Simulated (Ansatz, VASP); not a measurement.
## Cl: VASP beside Ansatz

```
CELL_PARAMETERS angstrom
12.00000 0.00000 0.00000
0.00000 12.30000 0.00000
0.00000 0.00000 12.60000
ATOMIC_POSITIONS crystal
Cl 0.50000 0.50000 0.42049
Cl 0.50000 0.50000 0.57951
```

Alike in both runs: functional PBE; k mesh 1 × 1 × 1; occupations fermi-dirac, width 0.01 eV; no spin polarisation.

Ansatz relaxed the structure, and its values are those at the end. VASP's run is a single point on that final structure, the one shown.

|  | VASP | Ansatz |
| --- | --- | --- |
| version | VASP 6.6.1 | Ansatz 0.2.0 |
| potentials or method | VASP PAW PBE potentials, release 64 (Cl), cutoff 520 eV | plane waves (420 eV) with PAW, scalar-relativistic |
| valence electrons in the cell | 14 | 14 |

Ansatz gave:

* rms of the force components (eV/Å): 0.003

**Question.** What did VASP give for the same quantities?

**Answer.** rms of the force components (eV/Å): 0.106.
